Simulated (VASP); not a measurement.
# Cu (P6_3/mmc) in VASP: further runs, part 2 of 2

VASP 6.6.1. Earlier steps stand in the parts before.

## Step 4: Single point, PBEsol (11.23 Å³/atom)

This run uses another cell than the first one, of 11.23 Å³/atom.

File INCAR:

```
SYSTEM = Cu
PREC = Accurate
ENCUT = 520
EDIFF = 1E-7
ISMEAR = -1
SIGMA = 0.05
LREAL = .FALSE.
LASPH = .TRUE.
NELM = 80
ALGO = Normal
ISIF = 2
LWAVE = .FALSE.
LCHARG = .FALSE.
GGA = PS
NBANDS = 30
```

File KPOINTS:

```
Automatic mesh
0
G
  12 12 4
  0 0 0
```

File POSCAR:

```
Cu
1.0
    2.5137785214      0.0000000000      0.0000000000
   -1.2568892608      2.1769960591      0.0000000000
    0.0000000000      0.0000000000      8.2063649859
Cu
4
Direct
    0.6666666667      0.3333333333      0.7500000000
    0.0000000000      0.0000000000      0.5000000000
    0.3333333333      0.6666666667      0.2500000000
    0.0000000000      0.0000000000      0.0000000000
```

Potentials or basis: VASP PAW PBE potentials, release 64 (Cu).

The run is started by

```sh
> cat potpaw_PBE.64/Cu/POTCAR > POTCAR
> mpirun -np 1 vasp_std > vasp.out
```

OUTCAR:

```text
SYSTEM = Cu
   PREC = Accurate
   ENCUT = 520
   EDIFF = 1E-7
   ISMEAR = -1
   LREAL = .FALSE.
   LASPH = .TRUE.
   NELM = 80
   ISIF = 2
   GGA = PS

 ion  position               nearest neighbor table
   1  0.667  0.333  0.750-   2 2.51   4 2.51   2 2.51   4 2.51   2 2.51   4 2.51
   2  0.000  0.000  0.500-   1 2.51   3 2.51   1 2.51   3 2.51   1 2.51   3 2.51
   3  0.333  0.667  0.250-   2 2.51   4 2.51   2 2.51   4 2.51   2 2.51   4 2.51
   4  0.000  0.000  0.000-   1 2.51   3 2.51   1 2.51   3 2.51   1 2.51   3 2.51

  LATTYP: Found a hexagonal cell.
 ALAT       =     2.5137785214
 C/A-ratio  =     3.2645537051

  Lattice vectors:

 A1 = (   2.5137785214,   0.0000000000,   0.0000000000)
 A2 = (  -1.2568892608,   2.1769960591,   0.0000000000)
 A3 = (   0.0000000000,   0.0000000000,   8.2063649859)

Analysis of symmetry for initial positions (statically):
=====================================================================
 Subroutine PRICEL returns:
 Original cell was already a primitive cell.

 Routine SETGRP: Setting up the symmetry group for a
 hexagonal supercell.

 Subroutine GETGRP returns: Found 24 space group operations
 (whereof 12 operations were pure point group operations)
 out of a pool of 24 trial point group operations.

The static configuration has the point symmetry D_3d.
 The point group associated with its full space group is D_6h.

Analysis of symmetry for dynamics (positions and initial velocities):
=====================================================================
 Subroutine PRICEL returns:
 Original cell was already a primitive cell.

 Routine SETGRP: Setting up the symmetry group for a
 hexagonal supercell.

 Subroutine GETGRP returns: Found 24 space group operations
 (whereof 12 operations were pure point group operations)
 out of a pool of 24 trial point group operations.

The dynamic configuration has the point symmetry D_3d.
 The point group associated with its full space group is D_6h.

 Subroutine INISYM returns: Found 24 space group operations
[... 121 lines left out ...]
     AMIX_MAG =   1.60;   BMIX_MAG =  1.00
  volume/ion in A,a.u.               =      11.23        75.77
  Fermi-wavevector in a.u.,A,eV,Ry     =   1.625975  3.072647 35.971016  2.643795
  Thomas-Fermi vector in A             =   2.719010
   LORBIT       =      0    0 simple, 1 ext, 2 COOP (PROOUT), +10 PAW based schemes
   GGA     = PS    functional components
   LHFCALC =     F    Hartree Fock is set to
   AEXX    =    0.0000 exact exchange contribution
   IVDW    =     0    specifies the selected vdW correction
   LEPSILON=     F    determine dielectric tensor
   LRPA    =     F    only Hartree local field effects (RPA)
 non-spin polarized calculation
  energy-cutoff  :      520.00
  volume of cell :       44.91
 maximum number of plane-waves:      1231
 NGX is ok and might be reduce to    20
   NGX =  9   NGY =  9   NGZ = 31

 number of electron      43.9999977 magnetization

 Free energy of the ion-electron system (eV)
  ---------------------------------------------------
  ext. energy  EPLUGINS =         0.00000000
  ---------------------------------------------------
  free energy    TOTEN  =       -17.20650976 eV

  energy without entropy =      -17.19347869  energy(sigma->0) =      -17.19999423

 E-fermi :   7.9513     XC(G=0): -13.2059

 val. band max:        7.9297950496   @ k =   0.1667   0.0833   0.5000
 cond. band min:       8.0439371800   @ k =   0.5000   0.0000   0.5000
 fundamental gap:      0.1141421304
 Fermi energy:         7.9512642633

 k-point     1 :       0.0000    0.0000    0.0000
  band No.  band energies     occupation
      1      -1.7402      2.00000
      2       0.4475      2.00000
      3       0.4632      2.00000
      4       2.6555      2.00000
      5       4.5798      2.00000
      6       4.5816      2.00000
[... 781 lines left out ...]
     29      20.9248      0.00000
     30      21.7108      0.00000

 [... further k-points ...]

------------------------ aborting loop because EDIFF is reached ----------------------------------------

  FORCE on cell =-STRESS in cart. coord.  units (eV):
  Direction    XX          YY          ZZ          XY          YZ          ZX
  --------------------------------------------------------------------------------------
  -------------------------------------------------------------------------------------
  Total        0.6537601      0.6537601      0.5117073     -0.0000000      0.0000000      0.0000000
  in kB       23.3234887     23.3234887     18.2556248     -0.0000000      0.0000000      0.0000000
  external PRESSURE =      21.6342008 kB  Pullay stress =       0.0000000 kB

 VOLUME and BASIS-vectors are now :
 -----------------------------------------------------------------------------
  energy-cutoff  :      520.00
  volume of cell :       44.91
      direct lattice vectors                 reciprocal lattice vectors
     2.513778521  0.000000000  0.000000000     0.397807520  0.229674279  0.000000000
    -1.256889261  2.176996059  0.000000000     0.000000000  0.459348558  0.000000000
     0.000000000  0.000000000  8.206364986     0.000000000  0.000000000  0.121856632

 POSITION                                       TOTAL-FORCE (eV/Angst)
 -----------------------------------------------------------------------------------
      1.25689      0.72567      6.15477         0.000000     -0.000000      0.000000
      0.00000      0.00000      4.10318         0.000000      0.000000     -0.000000
     -0.00000      1.45133      2.05159        -0.000000      0.000000     -0.000000
      0.00000      0.00000      0.00000        -0.000000      0.000000     -0.000000
 -----------------------------------------------------------------------------------
    total drift:                                0.000000     -0.000000      0.000000

  FREE ENERGIE OF THE ION-ELECTRON SYSTEM (eV)
  ---------------------------------------------------
  free  energy   TOTEN  =       -17.2065097606 eV

  energy  without entropy=      -17.1934786894  energy(sigma->0) =      -17.19999423
```

stdout:

```text
POSCAR found type information on POSCAR Cu
 POSCAR found :  1 types and       4 ions
 scaLAPACK will be used
 -----------------------------------------------------------------------------
|                                                                             |
|                                                                             |
|     You enforced a specific xc type in the INCAR file but a different       |
|     I HOPE YOU KNOW WHAT YOU ARE DOING!                                     |
|                                                                             |
 -----------------------------------------------------------------------------

 LDA part: xc-table for (Slater+PW92), standard interpolation
 POSCAR, INCAR and KPOINTS ok, starting setup
 FFT: planning ... GRIDC
 FFT: planning ... GRID_SOFT
 FFT: planning ... GRID
 WAVECAR not read
 entering main loop
```

Run time: 2.8 min. Hardware: 1 thread of Intel Xeon 8259CL, shared host; peak memory 0.2 GiB.

What came out:

| Item | Value |
| --- | --- |
| Free energy | -17.2065 eV |
| Pressure | 2.2 GPa |
| Band gap on the k mesh | zero (bands 22 and 23 overlap by 5.27 eV) |

Stress tensor (GPa, compression positive):
```
2.33 0.00 0.00
0.00 2.33 0.00
0.00 0.00 1.83
```

Caveat: the PAW data sets were made with another functional, which shifts forces and pressure a little.

## Step 5: The runs side by side

```csv
cell,gap on the mesh (eV),pressure (GPa)
"a = 2.479, b = 2.479, c = 8.093 Å, angles 90.0, 90.0, 120.0°, 4 atoms",none,10.5
"a = 2.497, b = 2.497, c = 8.150 Å, angles 90.0, 90.0, 120.0°, 4 atoms",none,6.0
"a = 2.514, b = 2.514, c = 8.206 Å, angles 90.0, 90.0, 120.0°, 4 atoms",none,2.2
```

Alike in all rows: task single point; level PBEsol; potentials or basis VASP PAW PBE potentials, release 64 (Cu); no spin polarisation; k mesh 12 × 12 × 4; cutoff (eV) 520; smearing fermi-dirac 0.05 eV.

Caveats: the PAW data sets were made with another functional, which shifts forces and pressure a little; the cell stands under pressure (at least some runs).

Total energies depend on the potentials used, so only differences within one code and one set of settings carry meaning.

The gap in the log of VASP goes by the Fermi energy; the results here count the filled bands.